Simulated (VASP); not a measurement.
# MgS (Fm-3m) in VASP: single point with r2SCAN

Aim: the single point of MgS with r2SCAN.

Program: VASP 6.6.1. These are calculated values, not measurements. Logs are shortened: lines on timing, memory, paths and dates and some standing lists are left out, and cuts for length are marked.

## Step 1: The cell of the first run

It takes space group Fm-3m (No. 225, cubic). The conventional cell has a = 5.203 Å, b = 5.203 Å, c = 5.203 Å, α = 90.00°, β = 90.00°, γ = 90.00°. Within 3.4 Å of Mg (site symmetry m-3m) lie 6 S at 2.60 Å. Within 3.4 Å of S (site symmetry m-3m) lie 6 Mg at 2.60 Å.

## Step 2: Single point, r2SCAN

File POSCAR:

```
MgS
1.0
    0.0000000000      2.6016500000      2.6016500000
    2.6016500000      0.0000000000      2.6016500000
    2.6016500000      2.6016500000      0.0000000000
Mg S
1 1
Direct
    0.0000000000      0.0000000000      0.0000000000
    0.5000000000      0.5000000000      0.5000000000
```

File INCAR.step1:

```
SYSTEM = MgS
PREC = Accurate
ENCUT = 520
ISMEAR = 0
SIGMA = 0.05
LREAL = .FALSE.
LASPH = .TRUE.
NELM = 60
NBANDS = 11
GGA = PE
ALGO = Normal
EDIFF = 1E-4
LWAVE = .TRUE.
LCHARG = .FALSE.
```

File INCAR.step2:

```
SYSTEM = MgS
PREC = Accurate
ENCUT = 520
EDIFF = 1E-6
ISMEAR = 0
SIGMA = 0.05
LREAL = .FALSE.
LASPH = .TRUE.
NELM = 60
ALGO = Normal
ISIF = 2
LWAVE = .FALSE.
LCHARG = .FALSE.
METAGGA = R2SCAN
LMIXTAU = .TRUE.
NBANDS = 11
ISTART = 1
```

File KPOINTS:

```
Automatic mesh
0
G
  8 8 8
  0 0 0
```

Potentials or basis: VASP PAW PBE potentials, release 64 (Mg, S).

Started as:

```bash
$ cat potpaw_PBE.64/Mg/POTCAR potpaw_PBE.64/S/POTCAR > POTCAR
$ cp INCAR.step1 INCAR
$ mpirun -np 1 vasp_std > vasp.out
$ cp INCAR.step2 INCAR
$ mpirun -np 1 vasp_std > vasp.out
```

OUTCAR:

```text
SYSTEM = MgS
   PREC = Accurate
   ENCUT = 520
   EDIFF = 1E-6
   ISMEAR = 0
   LREAL = .FALSE.
   LASPH = .TRUE.
   NELM = 60
   ISIF = 2
   METAGGA = R2SCAN
   ISTART = 1

 ion  position               nearest neighbor table
   1  0.000  0.000  0.000-   2 2.60   2 2.60   2 2.60   2 2.60   2 2.60   2 2.60
   2  0.500  0.500  0.500-   1 2.60   1 2.60   1 2.60   1 2.60   1 2.60   1 2.60

  LATTYP: Found a face centered cubic cell.
 ALAT       =     5.2033000000

  Lattice vectors:

 A1 = (   0.0000000000,   2.6016500000,   2.6016500000)
 A2 = (   2.6016500000,   0.0000000000,   2.6016500000)
 A3 = (   2.6016500000,   2.6016500000,   0.0000000000)

Analysis of symmetry for initial positions (statically):
=====================================================================
 Subroutine PRICEL returns:
 Original cell was already a primitive cell.

 Routine SETGRP: Setting up the symmetry group for a
 face centered cubic supercell.

 Subroutine GETGRP returns: Found 48 space group operations
 (whereof 48 operations were pure point group operations)
 out of a pool of 48 trial point group operations.

The static configuration has the point symmetry O_h .

Analysis of symmetry for dynamics (positions and initial velocities):
=====================================================================
 Subroutine PRICEL returns:
 Original cell was already a primitive cell.

 Routine SETGRP: Setting up the symmetry group for a
 face centered cubic supercell.

 Subroutine GETGRP returns: Found 48 space group operations
 (whereof 48 operations were pure point group operations)
 out of a pool of 48 trial point group operations.

The dynamic configuration has the point symmetry O_h .

 Subroutine INISYM returns: Found 48 space group operations
 (whereof 48 operations are pure point group operations),
 and found     1 'primitive' translations

----------------------------------------------------------------------------------------

                                     Primitive cell

  volume of cell :      35.2190

  direct lattice vectors                    reciprocal lattice vectors
     0.000000000  2.601650000  2.601650000    -0.192185728  0.192185728  0.192185728
     2.601650000  0.000000000  2.601650000     0.192185728 -0.192185728  0.192185728
     2.601650000  2.601650000  0.000000000     0.192185728  0.192185728 -0.192185728

  length of vectors
     3.679288715  3.679288715  3.679288715     0.332875446  0.332875446  0.332875446

  position of ions in fractional coordinates (direct lattice)
     0.000000000  0.000000000  0.000000000
     0.500000000  0.500000000  0.500000000

  ion indices of the primitive-cell ions
   primitive index   ion index
                 1           1
                 2           2

----------------------------------------------------------------------------------------

 KPOINTS: Automatic mesh

Automatic generation of k-mesh.
 Grid dimensions read from file:
 generate k-points for:    8    8    8

 Generating k-lattice:

  Cartesian coordinates                     Fractional coordinates (reciprocal lattice)
    -0.024023216  0.024023216  0.024023216     0.125000000  0.000000000  0.000000000
     0.024023216 -0.024023216  0.024023216     0.000000000  0.125000000  0.000000000
     0.024023216  0.024023216 -0.024023216     0.000000000  0.000000000  0.125000000

  Length of vectors
     0.041609431  0.041609431  0.041609431

  Shift w.r.t. Gamma in fractional coordinates (k-lattice)
     0.000000000  0.000000000  0.000000000

 Subroutine IBZKPT returns following result:
 ===========================================

 Found     29 irreducible k-points:

 Following reciprocal coordinates:
            Coordinates               Weight
  0.000000  0.000000  0.000000      1.000000
  0.125000  0.000000  0.000000      8.000000
  0.250000  0.000000  0.000000      8.000000
  0.375000  0.000000  0.000000      8.000000
  0.500000  0.000000  0.000000      4.000000
  0.125000  0.125000  0.000000      6.000000
[... 16 lines left out ...]
  0.500000  0.250000  0.125000     48.000000
 -0.375000  0.250000  0.125000     24.000000
 [... further k-points ...]
   k-points           NKPTS =     29   k-points in BZ     NKDIM =     29   number of bands    NBANDS=     11
   number of dos      NEDOS =    301   number of ions     NIONS =      2
   total plane-waves  NPLWV =  21952
   dimension x,y,z NGX =    28 NGY =   28 NGZ =   28
   dimension x,y,z NGXF=    56 NGYF=   56 NGZF=   56
   ions per type =               1   1
   NGX,Y,Z   is equivalent  to a cutoff of  12.65, 12.65, 12.65 a.u.
   NGXF,Y,Z  is equivalent  to a cutoff of  25.30, 25.30, 25.30 a.u.
 SYSTEM =  MgS
   PREC   = accura    normal or accurate (medium, high low for compatibility)
   ISTART =      1    job   : 0-new  1-cont  2-samecut
   ICHARG =      0    charge: 1-file 2-atom 10-const
   ISPIN  =      1    spin polarized calculation?
   LNONCOLLINEAR =      F non collinear calculations
   LSORBIT =      F    spin-orbit coupling
   LASPH  =      T    aspherical Exc in radial PAW
   ENCUT  =  520.0 eV  38.22 Ry    6.18 a.u.   6.84  6.84  6.84*2*pi/ulx,y,z
   NELM   =     60;   NELMIN=  2; NELMDL=  0     # of ELM steps
   EDIFF  = 0.1E-05   stopping-criterion for ELM
   LREAL  =      F    real-space projection
   EDIFFG = 0.1E-04   stopping-criterion for IOM
   NSW    =      0    number of steps for IOM
   IBRION =     -1    ionic relax: 0-MD 1-quasi-New 2-CG
   NFREE  =      0    steps in history (QN), initial steepest desc. (CG)
   ISIF   =      2    stress and relaxation
   ISYM   =      2    0-nonsym 1-usesym 2-fastsym
   POTIM  = 0.5000    time-step for ionic-motion
   TEBEG  =    0.0;   TEEND  =   0.0 temperature during run
   PSTRESS=    0.0 pullay stress
   NELECT =       8.0000    total number of electrons
   NUPDOWN=      -1.0000    fix difference up-down
   EMIN   =  10.00;   EMAX   =-10.00  energy-range for DOS
   EFERMI =   0.00;   METHOD = LEGACY
   ISMEAR =     0;   SIGMA  =   0.05  broadening in eV -4-tet -1-fermi 0-gaus
   EFERMI_NEDOS =   21; number of points for ismear=-14 and -15
   IALGO  =     38    algorithm
   IMIX   =      4    mixing-type and parameters
     AMIX     =   0.40;   BMIX     =  1.00
     AMIX_MAG =   1.60;   BMIX_MAG =  1.00
  volume/ion in A,a.u.               =      17.61       118.83
  Fermi-wavevector in a.u.,A,eV,Ry     =   0.998878  1.887606 13.575323  0.997758
  Thomas-Fermi vector in A             =   2.131131
   LORBIT       =      0    0 simple, 1 ext, 2 COOP (PROOUT), +10 PAW based schemes
   METAGGA = R2SCAN    functional components
   LHFCALC =     F    Hartree Fock is set to
   AEXX    =    0.0000 exact exchange contribution
   IVDW    =     0    specifies the selected vdW correction
   LEPSILON=     F    determine dielectric tensor
   LRPA    =     F    only Hartree local field effects (RPA)
 non-spin polarized calculation
 Gauss-broadening in eV      SIGMA  =   0.05
  energy-cutoff  :      520.00
  volume of cell :       35.22
 maximum number of plane-waves:       960
   NGX = 13   NGY = 13   NGZ = 13

 number of electron       8.0000000 magnetization

 Free energy of the ion-electron system (eV)
  ---------------------------------------------------
  ext. energy  EPLUGINS =         0.00000000
  ---------------------------------------------------
  free energy    TOTEN  =       -15.51051068 eV

  energy without entropy =      -15.51051068  energy(sigma->0) =      -15.51051068

 E-fermi :   3.7523     XC(G=0): -10.0899

 val. band max:        3.4928721079   @ k =   0.0000   0.0000   0.0000
 cond. band min:       6.9265803484   @ k =   0.5000   0.5000   0.0000
 fundamental gap:      3.4337082405
 Fermi energy:         3.7522524184

 k-point     1 :       0.0000    0.0000    0.0000
  band No.  band energies     occupation
      1      -9.6899      2.00000
      2       3.4929      2.00000
      3       3.4929      2.00000
      4       3.4929      2.00000
      5       8.1078      0.00000
      6      12.0238      0.00000
      7      12.0238      0.00000
      8      12.0238      0.00000
      9      14.4343      0.00000
     10      14.4343      0.00000
     11      17.0362      0.00000

 k-point     2 :       0.1250    0.0000    0.0000
  band No.  band energies     occupation
      1      -9.5348      2.00000
      2       2.4798      2.00000
      3       3.3873      2.00000
      4       3.3873      2.00000
      5       8.8636      0.00000
      6      11.7536      0.00000
      7      12.2859      0.00000
      8      12.2859      0.00000
      9      13.8474      0.00000
     10      13.8474      0.00000
     11      17.2785      0.00000

 k-point     3 :       0.2500    0.0000    0.0000
  band No.  band energies     occupation
      1      -9.1162      2.00000
      2       0.6950      2.00000
      3       3.1561      2.00000
      4       3.1561      2.00000
      5       9.1996      0.00000
      6      11.9212      0.00000
      7      11.9212      0.00000
      8      12.6186      0.00000
      9      14.4634      0.00000
     10      14.4634      0.00000
     11      16.4600      0.00000

 k-point     4 :       0.3750    0.0000    0.0000
  band No.  band energies     occupation
      1      -8.6081      2.00000
      2      -0.7891      2.00000
      3       2.9514      2.00000
      4       2.9514      2.00000
      5       8.8632      0.00000
      6      11.2470      0.00000
      7      11.2470      0.00000
      8      14.3065      0.00000
      9      16.1141      0.00000
     10      16.4967      0.00000
     11      16.4967      0.00000
[... 239 lines left out ...]
 k-point    22 :       0.3750    0.2500    0.1250
  band No.  band energies     occupation
      1      -8.7885      2.00000
      2       0.4226      2.00000
      3       2.0168      2.00000
      4       2.7986      2.00000
      5      10.0110      0.00000
      6      10.5806      0.00000
      7      11.3142      0.00000
      8      13.4392      0.00000
      9      14.3298      0.00000
     10      17.2808      0.00000
     11      19.5195      0.00000

 k-point    23 :       0.5000    0.2500    0.1250
  band No.  band energies     occupation
      1      -8.3595      2.00000
      2      -0.4468      2.00000
      3       1.4731      2.00000
      4       2.4816      2.00000
      5       9.7740      0.00000
      6      10.5507      0.00000
      7      11.9889      0.00000
      8      13.2548      0.00000
      9      15.9992      0.00000
     10      18.7717      0.00000
     11      19.4904      0.00000

 k-point    24 :      -0.3750    0.2500    0.1250
  band No.  band energies     occupation
      1      -8.1554      2.00000
      2      -0.8519      2.00000
      3       1.3283      2.00000
      4       2.3188      2.00000
      5       9.7128      0.00000
      6      10.2681      0.00000
      7      12.5919      0.00000
      8      13.7198      0.00000
      9      16.6151      0.00000
     10      17.8795      0.00000
     11      19.9360      0.00000

 [... further k-points ...]

------------------------ aborting loop because EDIFF is reached ----------------------------------------

  FORCE on cell =-STRESS in cart. coord.  units (eV):
  Direction    XX          YY          ZZ          XY          YZ          ZX
  --------------------------------------------------------------------------------------
  -------------------------------------------------------------------------------------
  Total       -0.1051435     -0.1051435     -0.1051435     -0.0000000      0.0000000     -0.0000000
  in kB       -4.7831777     -4.7831777     -4.7831777     -0.0000000      0.0000000     -0.0000000
  external PRESSURE =      -4.7831777 kB  Pullay stress =       0.0000000 kB

 VOLUME and BASIS-vectors are now :
 -----------------------------------------------------------------------------
  energy-cutoff  :      520.00
  volume of cell :       35.22
      direct lattice vectors                 reciprocal lattice vectors
     0.000000000  2.601650000  2.601650000    -0.192185728  0.192185728  0.192185728
     2.601650000  0.000000000  2.601650000     0.192185728 -0.192185728  0.192185728
     2.601650000  2.601650000  0.000000000     0.192185728  0.192185728 -0.192185728

 POSITION                                       TOTAL-FORCE (eV/Angst)
 -----------------------------------------------------------------------------------
      0.00000      0.00000      0.00000         0.000000     -0.000000     -0.000000
      2.60165      2.60165      2.60165        -0.000000      0.000000      0.000000
 -----------------------------------------------------------------------------------
    total drift:                                0.000000      0.000000      0.000000

  FREE ENERGIE OF THE ION-ELECTRON SYSTEM (eV)
  ---------------------------------------------------
  free  energy   TOTEN  =       -15.5105106846 eV

  energy  without entropy=      -15.5105106846  energy(sigma->0) =      -15.51051068
```

Run time: 2.7 min. Hardware: 1 thread of AMD EPYC 7R13, shared host; peak memory 0.14 GiB.

What came out:

```yaml
Free_energy: -15.5105 eV
Pressure: -0.5 GPa
Band_gap_on_the_k_mesh: 3.43 eV, indirect (least direct gap 4.61 eV)
```

Levels at points of the mesh, in eV from the valence-band top:
```
           k point  band 1  band 2  band 3  band 4  band 5  band 6  band 7  band 8
(0.00, 0.00, 0.00)  -13.18    0.00    0.00    0.00    4.61    8.53    8.53    8.53
(0.50, 0.00, 0.00)  -11.85   -4.88   -0.62   -0.62    5.22    7.50    7.50   11.23
(0.50, 0.50, 0.00)  -11.47   -4.27   -1.73   -1.73    3.43    4.93   13.14   13.49
```

Caveat: the PAW data sets were made with another functional, which shifts forces and pressure a little.
